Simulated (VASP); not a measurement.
# InSe (P-6m2) in VASP: a series of runs, part 3 of 3

VASP 6.6.1. The steps go on from the part before.

**5. Single point, BLYP**

The input, INCAR:

```
SYSTEM = InSe
PREC = Accurate
ENCUT = 520
EDIFF = 1E-6
ISMEAR = -1
SIGMA = 0.05
LREAL = .FALSE.
LASPH = .TRUE.
NELM = 80
ALGO = Normal
ISIF = 2
LWAVE = .FALSE.
LCHARG = .FALSE.
GGA = B5
ALDAX = 1.0
AGGAX = 1.0
AGGAC = 1.0
ALDAC = 0.0
NBANDS = 48
```

The input, KPOINTS:

```
Automatic mesh
0
G
  6 6 2
  0 0 0
```

The input, POSCAR:

```
InSe
1.0
    4.0473293151      0.0000000000      0.0000000000
   -2.0236646576      3.5050900044      0.0000000000
    0.0000000000      0.0000000000     18.0520649100
In Se
4 4
Direct
    0.3333333333      0.6666666667      0.0773904900
    0.3333333333      0.6666666667      0.9226095100
    0.0000000000      0.0000000000      0.4226063200
    0.0000000000      0.0000000000      0.5773936800
    0.3333333333      0.6666666667      0.3529842800
    0.3333333333      0.6666666667      0.6470157200
    0.6666666667      0.3333333333      0.1469999300
    0.6666666667      0.3333333333      0.8530000700
```

Potentials or basis: VASP PAW PBE potentials, release 64 (In_d, Se).

Launch:

```bash
$ cat potpaw_PBE.64/In_d/POTCAR potpaw_PBE.64/Se/POTCAR > POTCAR
$ mpirun -np 1 vasp_std > vasp.out
```

OUTCAR:

```text
SYSTEM = InSe
   PREC = Accurate
   ENCUT = 520
   EDIFF = 1E-6
   ISMEAR = -1
   LREAL = .FALSE.
   LASPH = .TRUE.
   NELM = 80
   ISIF = 2
   GGA = B5

 ion  position               nearest neighbor table
   1  0.333  0.667  0.077-   7 2.65   7 2.65   7 2.65   2 2.79
   2  0.333  0.667  0.923-   8 2.65   8 2.65   8 2.65   1 2.79
   3  0.000  0.000  0.423-   5 2.65   5 2.65   5 2.65   4 2.79
   4  0.000  0.000  0.577-   6 2.65   6 2.65   6 2.65   3 2.79
   5  0.333  0.667  0.353-   3 2.65   3 2.65   3 2.65
   6  0.333  0.667  0.647-   4 2.65   4 2.65   4 2.65
   7  0.667  0.333  0.147-   1 2.65   1 2.65   1 2.65
   8  0.667  0.333  0.853-   2 2.65   2 2.65   2 2.65

  LATTYP: Found a hexagonal cell.
 ALAT       =     4.0473293151
 C/A-ratio  =     4.4602411874

  Lattice vectors:

 A1 = (   4.0473293151,   0.0000000000,   0.0000000000)
 A2 = (  -2.0236646576,   3.5050900044,   0.0000000000)
 A3 = (   0.0000000000,   0.0000000000,  18.0520649100)

Analysis of symmetry for initial positions (statically):
=====================================================================
 Subroutine PRICEL returns:
 Original cell was already a primitive cell.

 Routine SETGRP: Setting up the symmetry group for a
 hexagonal supercell.

 Subroutine GETGRP returns: Found 12 space group operations
 (whereof 12 operations were pure point group operations)
 out of a pool of 24 trial point group operations.

The static configuration has the point symmetry D_3h.

Analysis of symmetry for dynamics (positions and initial velocities):
=====================================================================
 Subroutine PRICEL returns:
 Original cell was already a primitive cell.

 Routine SETGRP: Setting up the symmetry group for a
 hexagonal supercell.

 Subroutine GETGRP returns: Found 12 space group operations
 (whereof 12 operations were pure point group operations)
 out of a pool of 24 trial point group operations.

The dynamic configuration has the point symmetry D_3h.

 Subroutine INISYM returns: Found 12 space group operations
 (whereof 12 operations are pure point group operations),
 and found     1 'primitive' translations

----------------------------------------------------------------------------------------

                                     Primitive cell

  volume of cell :     256.0912

  direct lattice vectors                    reciprocal lattice vectors
     4.047329315  0.000000000  0.000000000     0.247076510  0.142649689  0.000000000
    -2.023664658  3.505090004  0.000000000     0.000000000  0.285299379  0.000000000
     0.000000000  0.000000000 18.052064910     0.000000000  0.000000000  0.055395325

  length of vectors
     4.047329315  4.047329315 18.052064910     0.285299379  0.285299379  0.055395325

  position of ions in fractional coordinates (direct lattice)
     0.333333333  0.666666667  0.077390490
     0.333333333  0.666666667  0.922609510
     0.000000000  0.000000000  0.422606320
     0.000000000  0.000000000  0.577393680
     0.333333333  0.666666667  0.352984280
     0.333333333  0.666666667  0.647015720
[... 45 lines left out ...]
  0.500000  0.000000  0.000000      3.000000
  0.166667  0.166667  0.000000      6.000000
  0.333333  0.166667  0.000000     12.000000
  0.333333  0.333333  0.000000      2.000000
  0.000000  0.000000  0.500000      1.000000
  0.166667  0.000000  0.500000      6.000000
  0.333333  0.000000  0.500000      6.000000
  0.500000  0.000000  0.500000      3.000000
  0.166667  0.166667  0.500000      6.000000
  0.333333  0.166667  0.500000     12.000000
  0.333333  0.333333  0.500000      2.000000
   k-points           NKPTS =     14   k-points in BZ     NKDIM =     14   number of bands    NBANDS=     48
   number of dos      NEDOS =    301   number of ions     NIONS =      8
   total plane-waves  NPLWV = 126000
   dimension x,y,z NGX =    30 NGY =   30 NGZ =  140
   dimension x,y,z NGXF=    60 NGYF=   60 NGZF=  280
   ions per type =               4   4
   NGX,Y,Z   is equivalent  to a cutoff of  12.32, 12.32, 12.89 a.u.
   NGXF,Y,Z  is equivalent  to a cutoff of  24.65, 24.65, 25.79 a.u.
 SYSTEM =  InSe
   PREC   = accura    normal or accurate (medium, high low for compatibility)
   ISTART =      0    job   : 0-new  1-cont  2-samecut
   ICHARG =      2    charge: 1-file 2-atom 10-const
   ISPIN  =      1    spin polarized calculation?
   LNONCOLLINEAR =      F non collinear calculations
   LSORBIT =      F    spin-orbit coupling
   LASPH  =      T    aspherical Exc in radial PAW
   ENCUT  =  520.0 eV  38.22 Ry    6.18 a.u.   7.53  7.53 33.56*2*pi/ulx,y,z
   NELM   =     80;   NELMIN=  2; NELMDL= -5     # of ELM steps
   EDIFF  = 0.1E-05   stopping-criterion for ELM
   LREAL  =      F    real-space projection
   EDIFFG = 0.1E-04   stopping-criterion for IOM
   NSW    =      0    number of steps for IOM
   IBRION =     -1    ionic relax: 0-MD 1-quasi-New 2-CG
   NFREE  =      0    steps in history (QN), initial steepest desc. (CG)
   ISIF   =      2    stress and relaxation
   ISYM   =      2    0-nonsym 1-usesym 2-fastsym
   POTIM  = 0.5000    time-step for ionic-motion
   TEBEG  =    0.0;   TEEND  =   0.0 temperature during run
   PSTRESS=    0.0 pullay stress
   NELECT =      76.0000    total number of electrons
   NUPDOWN=      -1.0000    fix difference up-down
   EMIN   =  10.00;   EMAX   =-10.00  energy-range for DOS
   EFERMI =   0.00;   METHOD = LEGACY
   ISMEAR =    -1;   SIGMA  =   0.05  broadening in eV -4-tet -1-fermi 0-gaus
   EFERMI_NEDOS =   21; number of points for ismear=-14 and -15
   IALGO  =     38    algorithm
   IMIX   =      4    mixing-type and parameters
     AMIX     =   0.40;   BMIX     =  1.00
     AMIX_MAG =   1.60;   BMIX_MAG =  1.00
  volume/ion in A,a.u.               =      32.01       216.02
  Fermi-wavevector in a.u.,A,eV,Ry     =   1.091980  2.063542 16.223849  1.192419
  Thomas-Fermi vector in A             =   2.228236
   LORBIT       =      0    0 simple, 1 ext, 2 COOP (PROOUT), +10 PAW based schemes
   GGA     = B5    functional components
   LHFCALC =     F    Hartree Fock is set to
   AEXX    =    0.0000 exact exchange contribution
   IVDW    =     0    specifies the selected vdW correction
   LEPSILON=     F    determine dielectric tensor
   LRPA    =     F    only Hartree local field effects (RPA)
 non-spin polarized calculation
  energy-cutoff  :      520.00
  volume of cell :      256.09
 maximum number of plane-waves:      6951
   NGX = 15   NGY = 15   NGZ = 67

 number of electron      76.0000024 magnetization

 Free energy of the ion-electron system (eV)
  ---------------------------------------------------
  ext. energy  EPLUGINS =         0.00000000
  ---------------------------------------------------
  free energy    TOTEN  =       -24.01650335 eV

  energy without entropy =      -24.01646828  energy(sigma->0) =      -24.01648582

 E-fermi :   3.7473     XC(G=0):  -7.9195

 val. band max:        3.4049446162   @ k =   0.0000   0.0000   0.0000
 cond. band min:       4.0702683686   @ k =   0.0000   0.0000   0.0000
 fundamental gap:      0.6653237524
 Fermi energy:         3.7472922432

 k-point     1 :       0.0000    0.0000    0.0000
  band No.  band energies     occupation
      1     -11.1685      2.00000
      2     -11.1667      2.00000
      3     -10.9823      2.00000
      4     -10.9823      2.00000
      5     -10.9804      2.00000
      6     -10.9804      2.00000
[... 703 lines left out ...]
     47       9.2432      0.00000
     48       9.2541      0.00000

------------------------ aborting loop because EDIFF is reached ----------------------------------------

  FORCE on cell =-STRESS in cart. coord.  units (eV):
  Direction    XX          YY          ZZ          XY          YZ          ZX
  --------------------------------------------------------------------------------------
  -------------------------------------------------------------------------------------
  Total        7.0877426      7.0877426      5.1814521     -0.0000000     -0.0000000      0.0000000
  in kB       44.3428822     44.3428822     32.4166001     -0.0000000     -0.0000000      0.0000000
  external PRESSURE =      40.3674548 kB  Pullay stress =       0.0000000 kB

 VOLUME and BASIS-vectors are now :
 -----------------------------------------------------------------------------
  energy-cutoff  :      520.00
  volume of cell :      256.09
      direct lattice vectors                 reciprocal lattice vectors
     4.047329315  0.000000000  0.000000000     0.247076510  0.142649689  0.000000000
    -2.023664658  3.505090004  0.000000000     0.000000000  0.285299379  0.000000000
     0.000000000  0.000000000 18.052064910     0.000000000  0.000000000  0.055395325

 POSITION                                       TOTAL-FORCE (eV/Angst)
 -----------------------------------------------------------------------------------
     -0.00000      2.33673      1.39706        -0.000000     -0.000000     -0.163215
     -0.00000      2.33673     16.65501        -0.000000     -0.000000      0.163215
      0.00000      0.00000      7.62892        -0.000000     -0.000000      0.161502
      0.00000      0.00000     10.42315        -0.000000      0.000000     -0.161502
     -0.00000      2.33673      6.37210         0.000000      0.000000     -0.470639
     -0.00000      2.33673     11.67997         0.000000      0.000000      0.470639
      2.02366      1.16836      2.65365         0.000000     -0.000000      0.472797
      2.02366      1.16836     15.39841         0.000000     -0.000000     -0.472797
 -----------------------------------------------------------------------------------
    total drift:                                0.000000     -0.000000     -0.000000

  FREE ENERGIE OF THE ION-ELECTRON SYSTEM (eV)
  ---------------------------------------------------
  free  energy   TOTEN  =       -24.0165033493 eV

  energy  without entropy=      -24.0164682826  energy(sigma->0) =      -24.01648582
```

Wall time 2.5 min (1 thread of Intel Xeon 6975P-C (Granite Rapids), shared host); peak memory 0.41 GiB.

Results:

```
Free energy            : -24.0165 eV
Pressure               : 4.0 GPa
Largest force          : 0.473 eV/Å
Band gap on the k mesh : 0.67 eV
```

Forces in eV/Å, atoms in the order of the input:
```
In   0.000  0.000 -0.163
In   0.000  0.000  0.163
In   0.000  0.000  0.162
In   0.000  0.000 -0.162
Se   0.000  0.000 -0.471
Se   0.000  0.000  0.471
Se   0.000  0.000  0.473
Se   0.000  0.000 -0.473
```

Stress tensor (GPa, compression positive):
```
4.43 0.00 0.00
0.00 4.43 0.00
0.00 0.00 3.24
```

Caveat: the cell stands under pressure; the PAW data sets were made with another functional, which shifts forces and pressure a little; spin-orbit coupling is left out, which moves the levels of the heavy elements; this functional lacks dispersion, which binds the layers, so the pressure and a relaxed spacing across them are unreliable.

**6. Overview**

| level | gap on the mesh (eV) | pressure (GPa) | largest force (eV/Å) |
| --- | --- | --- | --- |
| PBEsol | 0.63 | -0.7 | 0.08 |
| RPBE | 0.85 | 3.0 | 0.36 |
| revPBE | 0.83 | 2.6 | 0.32 |
| BLYP | 0.67 | 4.0 | 0.47 |

Alike in all rows: task single point; potentials or basis VASP PAW PBE potentials, release 64 (In_d, Se); no spin polarisation; cell as given; k mesh 6 × 6 × 2; cutoff (eV) 520; smearing fermi-dirac 0.05 eV.

On the cell as given the gap runs from 0.63 eV (PBEsol) to 0.85 eV (RPBE). The pressure there spans -0.7 GPa (PBEsol) to 4.0 GPa (BLYP); a positive pressure means that this level wants a larger cell, a negative one a smaller.

Caveats: the PAW data sets were made with another functional, which shifts forces and pressure a little; spin-orbit coupling is left out, which moves the levels of the heavy elements; this functional lacks dispersion, which binds the layers, so the pressure and a relaxed spacing across them are unreliable; the cell stands under pressure (at least some runs).

Absolute energies hang on the potentials; compare differences alone.
